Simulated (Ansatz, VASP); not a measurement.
## One calculation of Bi, two programs

```xyz
2
Lattice="4.3510 0.0000 0.0000 -2.1755 3.7681 0.0000 0.0000 0.0000 28.0000" Properties=species:S:1:pos:R:3 pbc="T T T"
Bi    0.0000    2.5121   14.9190
Bi    2.1755    1.2560   13.0810
```

Alike in both runs: task single point; functional LDA; k mesh 9 × 9 × 1; occupations gaussian, width 0.02 eV; no spin polarisation.

|  | VASP | Ansatz |
| --- | --- | --- |
| version | VASP 6.6.1 | Ansatz 0.2.0 |
| potentials or method | VASP PAW LDA potentials, release 64 (Bi_d), cutoff 520 eV | scalar-relativistic, plane waves, PAW |
| valence electrons in the cell | 30 | 30 |

```tsv
	VASP	Ansatz	Ansatz less VASP
gap on the k mesh at the Fermi level (eV)	0.47	0.47	-0.007
least direct gap on the mesh (eV)	0.47	0.47	-0.007
rms of the force components (eV/Å)	0.713	0.733	+0.0205
```

LDA's correlation is that of Perdew and Zunger in VASP and of Perdew and Wang (1992) in Ansatz. Atom by atom the forces differ by 0.021 eV/Å (rms over components).

Spin-orbit coupling is off throughout.
